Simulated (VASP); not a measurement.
Here is a VASP 6.6.1 calculation.

The input INCAR:

```
PREC = Accurate ; ENCUT = 520
EDIFF = 1E-6 ; ISMEAR = -1
SIGMA = 0.05 ; LREAL = False
LASPH = True ; NELM = 60
ALGO = Normal ; ISIF = 2
LWAVE = False ; LCHARG = True
GGA = PS ; LELF = True
LVHAR = True ; NBANDS = 36
```

The input KPOINTS:

```
Automatic mesh
0
Gamma
  8 8 3
```

File POSCAR:

```
Ge
1.0
    4.0232197949      0.0000000000      0.0000000000
   -2.0116098974      3.4842105474      0.0000000000
    0.0000000000      0.0000000000     10.9195758440
Ge
4
Direct
    0.6666666667      0.3333333333      0.4148480000
    0.3333333333      0.6666666667      0.9148480000
    0.0000000000      0.0000000000      0.4774520000
    0.0000000000      0.0000000000      0.9774520000
```

Potentials or basis: VASP PAW PBE potentials, release 64 (Ge_d).

The run is started by

```bash
$ cat potpaw_PBE.64/Ge_d/POTCAR > POTCAR
$ mpirun -np 1 vasp_std > vasp.out
```

Q: Estimate the band gap on the k mesh.

A: 0.68 eV (least direct gap 0.69 eV).

Q: What does it give for the largest force?

A: 0.124 eV/Å.

Forces in eV/Å, atoms in the order of the input:
```
Ge   0.000  0.000  0.124
Ge   0.000  0.000  0.124
Ge   0.000  0.000 -0.124
Ge   0.000  0.000 -0.124
```

Caveat: the PAW data sets were made with another functional, which shifts forces and pressure a little; an odd mesh through Γ misses points on the zone boundary, where band edges can lie.
